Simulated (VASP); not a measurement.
Input of a VASP 6.6.1 run:

INCAR

```
  PREC = Accurate
  ENCUT = 600
  EDIFF = 1E-7
  ISMEAR = 0
  SIGMA = 0.1
  LREAL = False
  LASPH = True
  NELM = 60
  ALGO = Fast
  ISIF = 3
  LWAVE = False
  LCHARG = False
  GGA = PE
  IBRION = 2
  NSW = 100
  EDIFFG = -0.01
```

The input KPOINTS:

```
Automatic mesh
0
Gamma
  12 12 18
```

The input POSCAR:

```
TaRu2
1.0
    4.6311068293      0.0000000000      0.0000000000
   -2.3155534147      4.0106561618      0.0000000000
    0.0000000000      0.0000000000      2.6839027549
Ta Ru
1 2
Direct
    0.0000000000      0.0000000000      0.0000000000
    0.3333333333      0.6666666667      0.0000000000
    0.6666666667      0.3333333333      0.0000000000
```

Potentials or basis: VASP PAW PBE potentials, release 64 (Ta_pv, Ru_pv).

The run is started by

```sh
$ cat potpaw_PBE.64/Ta_pv/POTCAR potpaw_PBE.64/Ru_pv/POTCAR > POTCAR
$ mpirun -np 1 vasp_std > vasp.out
```

Problem. Estimate the relaxed cell.

Solution. a = 4.643 Å, b = 4.643 Å, c = 2.665 Å, α = 90.00°, β = 90.00°, γ = 120.00°.

Problem. Predict the relaxed volume.

Solution. 16.59 Å³/atom.

Problem. What does it give for the space group after relaxing (to 0.05 Å)?

Solution. P6/mmm (No. 191).

Final structure:
```
Ta Ru
1.0
     4.64342    0.00000    0.00000
    -2.32171    4.02132    0.00000
     0.00000    0.00000    2.66544
Ta Ru
1 2
Direct
  0.00000 0.00000 0.00000
  0.33333 0.66667 0.00000
  0.66667 0.33333 0.00000
```
